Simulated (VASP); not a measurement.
# Sc4Al (R-3m) in VASP: notebook

The runs below take Sc4Al through relaxation of cell and atoms, single point, with PBE.

Everything below comes from runs of VASP 6.6.1. Logs are shortened: lines on timing, memory, paths and dates and some standing lists are left out, and cuts for length are marked.

**1. The cell of the first run**

It takes space group R-3m (No. 166, trigonal). The conventional cell has a = 4.660 Å, b = 4.660 Å, c = 14.268 Å, α = 90.00°, β = 90.00°, γ = 120.00°. Sc (site symmetry 3m) has 10 Sc at 2.85 to 3.30 Å and 4 Al at 2.85 to 3.30 Å within 3.8 Å. Within 3.8 Å of Sc (site symmetry 3m) lie 3 Al at 2.85 Å and 11 Sc at 2.85 to 3.30 Å. Within 3.8 Å of Al (site symmetry -3m) lie 14 Sc at 2.85 to 3.30 Å.

**2. Relaxation of cell and atoms, PBE**

Contents of INCAR:

```
SYSTEM = Sc4Al
ALGO = Fast
EDIFF = 1E-6
EDIFFG = -0.04
ENCUT = 600
GGA = PE
IBRION = 2
ISIF = 3
ISMEAR = 0
LASPH = .True.
LCHARG = .False.
LREAL = .False.
LWAVE = .False.
NELM = 100
NSW = 90
PREC = Accurate
SIGMA = 0.1
```

Contents of KPOINTS:

```
k-points
0
Gamma
  6 6 6
  0 0 0
```

Contents of POSCAR:

```
Sc4Al
1.0
    2.3299256300      1.3451831900      4.7559407900
   -2.3299256300      1.3451831900      4.7559407900
    0.0000000000     -2.6903663800      4.7559407900
Sc Al
4 1
Direct
    0.7000000000      0.7000000000      0.7000000000
    0.1000000000      0.1000000000      0.1000000000
    0.9000000000      0.9000000000      0.9000000000
    0.3000000000      0.3000000000      0.3000000000
    0.5000000000      0.5000000000      0.5000000000
```

Potentials or basis: VASP PAW PBE potentials, release 64 (Sc_sv, Al).

The run is started by

```
> cat potpaw_PBE.64/Sc_sv/POTCAR potpaw_PBE.64/Al/POTCAR > POTCAR
> mpirun -np 1 vasp_std > vasp.out
```

OUTCAR:

```text
SYSTEM = Sc4Al
   EDIFF = 1E-6
   EDIFFG = -0.04
   ENCUT = 600
   GGA = PE
   IBRION = 2
   ISIF = 3
   ISMEAR = 0
   LASPH = .True.
   LREAL = .False.
   NELM = 100
   NSW = 90
   PREC = Accurate

 ion  position               nearest neighbor table
   1  0.700  0.700  0.700-   2 2.85   2 2.85   4 2.85   4 2.85   2 2.85   4 2.85   3 2.85   5 2.85
                             5 3.30   5 3.30   3 3.30   3 3.30   5 3.30   3 3.30
   2  0.100  0.100  0.100-   1 2.85   1 2.85   5 2.85   5 2.85   1 2.85   5 2.85   4 2.85   3 2.85
                             3 3.30   3 3.30   4 3.30   4 3.30   3 3.30   4 3.30
   3  0.900  0.900  0.900-   5 2.85   5 2.85   4 2.85   4 2.85   5 2.85   4 2.85   1 2.85   2 2.85
                             2 3.30   2 3.30   1 3.30   1 3.30   2 3.30   1 3.30
   4  0.300  0.300  0.300-   3 2.85   3 2.85   1 2.85   1 2.85   3 2.85   1 2.85   2 2.85   5 2.85
                             5 3.30   5 3.30   2 3.30   2 3.30   5 3.30   2 3.30
   5  0.500  0.500  0.500-   2 2.85   2 2.85   3 2.85   3 2.85   2 2.85   3 2.85   4 2.85   1 2.85
                             1 3.30   4 3.30   1 3.30   4 3.30   1 3.30   4 3.30

  LATTYP: Found a trigonal (rhomboedric) cell.
 ALAT       =     5.4641599587
 COS(alpha) =     0.6363636378

  Lattice vectors:

 A1 = (   2.3299256300,   1.3451831900,   4.7559407900)
 A2 = (  -2.3299256300,   1.3451831900,   4.7559407900)
 A3 = (   0.0000000000,  -2.6903663800,   4.7559407900)

Analysis of symmetry for initial positions (statically):
=====================================================================
 Subroutine PRICEL returns:
 Original cell was already a primitive cell.

 Routine SETGRP: Setting up the symmetry group for a
 trigonal (rhombohedral) supercell.

 Subroutine GETGRP returns: Found 12 space group operations
 (whereof 12 operations were pure point group operations)
 out of a pool of 12 trial point group operations.

The static configuration has the point symmetry D_3d.

Analysis of symmetry for dynamics (positions and initial velocities):
=====================================================================
 Subroutine PRICEL returns:
 Original cell was already a primitive cell.

 Routine SETGRP: Setting up the symmetry group for a
 trigonal (rhombohedral) supercell.

 Subroutine GETGRP returns: Found 12 space group operations
 (whereof 12 operations were pure point group operations)
 out of a pool of 12 trial point group operations.

The dynamic configuration has the point symmetry D_3d.

 Subroutine INISYM returns: Found 12 space group operations
 (whereof 12 operations are pure point group operations),
 and found     1 'primitive' translations

----------------------------------------------------------------------------------------

                                     Primitive cell

  volume of cell :      89.4358

  direct lattice vectors                    reciprocal lattice vectors
     2.329925630  1.345183190  4.755940790     0.214599124  0.123898862  0.070087780
[... 122 lines left out ...]
   LRPA    =     F    only Hartree local field effects (RPA)
 conjugate gradient relaxation of ions
 non-spin polarized calculation
 RMM-DIIS sequential band-by-band and
 Gauss-broadening in eV      SIGMA  =   0.10
  energy-cutoff  :      600.00
  volume of cell :       89.44
 maximum number of plane-waves:      3012
 NGX is ok and might be reduce to    48
   NGX = 21   NGY = 21   NGZ = 21

--------------------------------------- Ionic step        1  -------------------------------------------

 number of electron      47.0000001 magnetization

 Free energy of the ion-electron system (eV)
  ---------------------------------------------------
  ext. energy  EPLUGINS =         0.00000000
  ---------------------------------------------------
  free energy    TOTEN  =       -28.04976226 eV

  energy without entropy =      -28.02303524  energy(sigma->0) =      -28.03639875

------------------------ aborting loop because EDIFF is reached ----------------------------------------

  FORCE on cell =-STRESS in cart. coord.  units (eV):
  Direction    XX          YY          ZZ          XY          YZ          ZX
  --------------------------------------------------------------------------------------
  -------------------------------------------------------------------------------------
  Total       10.2597872     10.2597872     13.5922655      0.0000000      0.0000000     -0.0000000
  in kB      183.7967194    183.7967194    243.4956744      0.0000000      0.0000000     -0.0000000
  external PRESSURE =     203.6963711 kB  Pullay stress =       0.0000000 kB
[... 26 lines left out ...]
--------------------------------------- Ionic step        2  -------------------------------------------

 number of electron      47.0000003 magnetization

 E-fermi :   3.9038     XC(G=0):  -9.6985

 val. band max:        3.8904906053   @ k =   0.3333  -0.0000  -0.0000
 cond. band min:       3.9341847379   @ k =   0.5000   0.1667   0.0000
 fundamental gap:      0.0436941327
 Fermi energy:         3.9038374066

 k-point     1 :       0.0000    0.0000    0.0000
  band No.  band energies     occupation
      1     -45.8382      2.00000
      2     -45.7813      2.00000
      3     -45.7257      2.00000
      4     -45.7148      2.00000
      5     -24.5616      2.00000
      6     -24.5616      2.00000
[... 806 lines left out ...]
  FREE ENERGIE OF THE ION-ELECTRON SYSTEM (eV)
  ---------------------------------------------------
  free  energy   TOTEN  =       -29.3775828903 eV

  energy  without entropy=      -29.3525265578  energy(sigma->0) =      -29.36505472

[... ionic steps 4 to 12 ...]

--------------------------------------- Ionic step       13  -------------------------------------------

 number of electron      46.9999997 magnetization

------------------------ aborting loop because EDIFF is reached ----------------------------------------
[... 73 lines left out ...]
--------------------------------------- Ionic step       15  -------------------------------------------

 number of electron      46.9999998 magnetization

 Free energy of the ion-electron system (eV)
  ---------------------------------------------------
  ext. energy  EPLUGINS =         0.00000000
  ---------------------------------------------------
  free energy    TOTEN  =       -29.60549801 eV

  energy without entropy =      -29.58778667  energy(sigma->0) =      -29.59664234

 E-fermi :   4.4120     XC(G=0): -10.0394

 val. band max:        4.3604912217   @ k =   0.5000   0.1667   0.1667
 cond. band min:       4.4167906700   @ k =   0.5000   0.5000  -0.0000
 fundamental gap:      0.0562994483
 Fermi energy:         4.4120109677

 k-point     1 :       0.0000    0.0000    0.0000
  band No.  band energies     occupation
      1     -45.0491      2.00000
      2     -45.0186      2.00000
      3     -44.9215      2.00000
      4     -44.8161      2.00000
      5     -23.7733      2.00000
      6     -23.7733      2.00000
[... 767 lines left out ...]
  FREE ENERGIE OF THE ION-ELECTRON SYSTEM (eV)
  ---------------------------------------------------
  free  energy   TOTEN  =       -29.6054980131 eV

  energy  without entropy=      -29.5877866740  energy(sigma->0) =      -29.59664234

 reached required accuracy - stopping structural energy minimisation
```

Run time: 21 min. Hardware: 1 thread of Intel Xeon 6975P-C (Granite Rapids), shared host; peak memory 0.39 GiB.

Results:

```
Free energy                           : -29.6055 eV
Relaxed volume                        : 22.37 Å³/atom
Relaxed cell                          : a = 5.996 Å, b = 5.996 Å, c = 5.996 Å, α = 48.75°, β = 48.75°, γ = 48.75°
Space group after relaxing (to 0.1 Å) : R-3m (No. 166)
Energy gained by relaxing             : 311.1 meV/atom
Ionic steps                           : 15
Pressure after relaxing               : 0.0 GPa
Largest force after relaxing          : 0.019 eV/Å
Band gap on the k mesh                : zero (an odd number of electrons rules out a gap without spin polarisation)
```

Forces in eV/Å, atoms in the order of the input:
```
Sc   0.000  0.000 -0.011
Sc   0.000  0.000  0.019
Sc   0.000  0.000 -0.019
Sc   0.000  0.000  0.011
Al   0.000  0.000  0.000
```

The path:
```tsv
step	energy change (eV)	largest force (eV/Å)	pressure (GPa)	volume (Å³)
1	0.0000	0.8941	20.37	89.44
2	-1.1941	0.7389	-4.73	122.19
3	-1.3278	0.8148	-0.41	112.72
4	-1.4001	0.7158	-0.34	112.46
5	-1.4626	0.5102	-0.10	111.99
6	-1.4668	0.4346	0.01	111.82
7	-1.5202	0.2577	0.12	111.64
8	-1.5497	0.1334	0.39	111.39
9	-1.5497	0.1334	0.40	111.38
10	-1.5536	0.0909	-0.16	112.32
11	-1.5537	0.0827	-0.27	112.49
12	-1.5551	0.0576	-0.06	112.09
13	-1.5553	0.0465	0.03	111.90
14	-1.5553	0.0415	0.04	111.86
15	-1.5557	0.0193	0.04	111.84
```

Final structure:
```yaml
crystal:
  lattice:
    - [2.47486, 1.42886, 5.27133]
    - [-2.47486, 1.42886, 5.27133]
    - [0.00000, -2.85772, 5.27133]
  atoms:
    - { symbol: Sc, position: [0.68392, 0.68392, 0.68392] }
    - { symbol: Sc, position: [0.10443, 0.10443, 0.10443] }
    - { symbol: Sc, position: [0.89557, 0.89557, 0.89557] }
    - { symbol: Sc, position: [0.31608, 0.31608, 0.31608] }
    - { symbol: Al, position: [0.50000, 0.50000, 0.50000] }
```

Levels at points of the mesh, in eV from the Fermi level:
```
           k point  band 21  band 22  band 23  band 24  band 25  band 26
(0.00, 0.00, 0.00)    -1.46    -0.40    -0.40     0.07     0.07     1.02
(0.50, 0.00, 0.00)    -1.19    -0.50    -0.13     0.08     0.43     0.50
(0.50, 0.50, 0.00)    -1.10    -0.67     0.00     0.10     0.26     0.62
(0.50, 0.50, 0.50)    -0.95    -0.89    -0.89     0.16     0.16     0.59
```

Caveat: the volume moved by over 15 % at a fixed basis, so the end points are rough.

**3. Single point, PBE, collinear spin**

This run uses another cell than the first one, of 22.29 Å³/atom.

Contents of INCAR:

```
PREC = Accurate ; ENCUT = 520
EDIFF = 1E-6 ; ISMEAR = 0
SIGMA = 0.1 ; LREAL = F
LASPH = T ; NELM = 150
ALGO = Normal ; ISIF = 2
LWAVE = F ; LCHARG = F
ISPIN = 2 ; MAGMOM = 1 1 1 1 0
LORBIT = 11 ; LMAXMIX = 4
GGA = PE ; NBANDS = 36
```

Contents of KPOINTS:

```
regular mesh
0
Gamma
  6 6 6
```

Contents of POSCAR:

```
Sc4Al
1.0
    2.4724867790      1.4274909074      5.2630382209
   -2.4724867790      1.4274909074      5.2630382209
    0.0000000000     -2.8549818149      5.2630382209
Sc Al
4 1
Direct
    0.6835879333      0.6835879333      0.6835879333
    0.1047789798      0.1047789798      0.1047789798
    0.8952210202      0.8952210202      0.8952210202
    0.3164120667      0.3164120667      0.3164120667
    0.5000000000      0.5000000000      0.5000000000
```

Potentials or basis: VASP PAW PBE potentials, release 64 (Sc_sv, Al).

The run is started by

```
> cat potpaw_PBE.64/Sc_sv/POTCAR potpaw_PBE.64/Al/POTCAR > POTCAR
> mpirun -np 1 vasp_std > vasp.out
```

Wall time 3.6 min (1 thread of Intel Xeon 6975P-C (Granite Rapids), shared host); peak memory 0.51 GiB.

It converged, with:

| Quantity | Value |
| --- | --- |
| Free energy | -29.6101 eV |
| Pressure | 0.2 GPa |
| Largest force | 0.017 eV/Å |
| Net moment | 0.00 μB per cell |
| Valence electrons inside the program's atomic spheres | Sc 9.48, 9.36 (each value once); Al 0.80 |

Forces in eV/Å, atoms in the order of the input:
```
Sc   0.000  0.000  0.017
Sc   0.000  0.000  0.004
Sc   0.000  0.000 -0.004
Sc   0.000  0.000 -0.017
Al   0.000  0.000  0.000
```

Stress tensor (GPa, compression positive):
```
0.16 0.00 0.00
0.00 0.16 0.00
0.00 0.00 0.35
```

Levels at points of the mesh, in eV from the Fermi level:
Spin up:
```csv
k point,band 21,band 22,band 23,band 24,band 25,band 26
"(0.00, 0.00, 0.00)",-1.48,-0.40,-0.40,0.06,0.06,1.03
"(0.50, 0.00, 0.00)",-1.20,-0.50,-0.13,0.08,0.44,0.49
"(0.50, 0.50, 0.00)",-1.10,-0.67,0.01,0.08,0.26,0.62
"(0.50, 0.50, 0.50)",-0.97,-0.89,-0.89,0.16,0.16,0.60
```
Spin down:
```
           k point  band 21  band 22  band 23  band 24  band 25  band 26
(0.00, 0.00, 0.00)    -1.48    -0.40    -0.40     0.06     0.06     1.04
(0.50, 0.00, 0.00)    -1.20    -0.50    -0.13     0.08     0.44     0.49
(0.50, 0.50, 0.00)    -1.10    -0.67     0.01     0.08     0.26     0.62
(0.50, 0.50, 0.50)    -0.97    -0.89    -0.89     0.16     0.16     0.60
```

The gap in the log of VASP goes by the Fermi energy; the results here count the filled bands.